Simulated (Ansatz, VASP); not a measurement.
# One calculation of HfO2, two programs

```xyz
3
Lattice="0.0000 2.3174 3.0126 2.3174 0.0000 3.0126 2.3174 2.3174 0.0000" Properties=species:S:1:pos:R:3 pbc="T T T"
Hf    0.0000    0.0000    0.0000
O     1.1587    1.1587    1.5063
O     3.4761    3.4761    4.5189
```

Alike in both runs: task single point; functional r2SCAN; k mesh 8 × 8 × 8; occupations gaussian, width 0.05 eV; no spin polarisation.

|  | VASP | Ansatz |
| --- | --- | --- |
| version | VASP 6.6.1 | Ansatz 0.2.0 |
| potentials or method | VASP PAW PBE potentials, release 64 (Hf_pv, O), cutoff 520 eV | scalar-relativistic, plane waves, PAW |
| valence electrons in the cell | 22 | 38 |

|  | VASP | Ansatz | Ansatz less VASP |
| --- | --- | --- | --- |
| gap on the k mesh at the Fermi level (eV) | none | none | - |
| pressure (GPa) | -1.0 | 2.5 | +3.50 |
| traceless stress, the component that is largest in VASP (GPa) | -95.08 | -93.81 | +1.274 |

VASP's potentials were made for PBE, not for r2SCAN. A gap of «none» marks a metal or a gap that the smearing closes. VASP's potentials hold 22 valence electrons a cell and Ansatz's 38, so a difference there can come from the potentials and not from the codes.

Spin-orbit coupling is off throughout.
